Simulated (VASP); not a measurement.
Set up this calculation in VASP 6.6.1, as the native input.

```
Task                   : relaxation of shape and atoms at fixed volume
Functional             : PBE
Potentials or basis    : VASP PAW PBE potentials, release 64 (Ga_d)
Cutoff                 : 600 eV
k mesh                 : 20 × 20 × 20
Occupations            : gaussian, width 0.1 eV
Spin                   : no spin polarisation
Dipole correction      : no
Further INCAR settings : ALGO = Fast; EDIFF = 1e-06; IBRION = 2; EDIFFG = -0.01; NSW = 50; ISIF = 4
```

The structure of Ga lies in POSCAR:

```
Ga
1.0
    2.6028278423      0.0000000000      0.0000000000
    0.0000000000      2.6028278423      0.0000000000
    0.0000000000      0.0000000000      2.6038346390
Ga
1
Direct
    0.0000000000      0.0000000000      0.0000000000
```

This cell differs from its parent crystal: volume scaled by 0.88.

One way to write it, as run:

INCAR

```
  PREC = Accurate
  ENCUT = 600
  EDIFF = 1E-6
  ISMEAR = 0
  SIGMA = 0.1
  LREAL = False
  LASPH = True
  NELM = 80
  ALGO = Fast
  ISIF = 4
  LWAVE = False
  LCHARG = False
  GGA = PE
  IBRION = 2
  NSW = 50
  EDIFFG = -0.01
```

KPOINTS

```
Automatic mesh
0
Gamma
  20 20 20
```

Potentials or basis: VASP PAW PBE potentials, release 64 (Ga_d).

Command:

```sh
$ cat potpaw_PBE.64/Ga_d/POTCAR > POTCAR
$ mpirun -np 1 vasp_std > vasp.out
```

It gave:

The pressure after relaxing is 8.3 GPa.

Caveat: the relaxation stopped at its first step, so nothing moved.

Wall time 4.1 min on 1 thread of AMD EPYC 7R13, with other jobs on the host, peak memory 0.25 GiB.
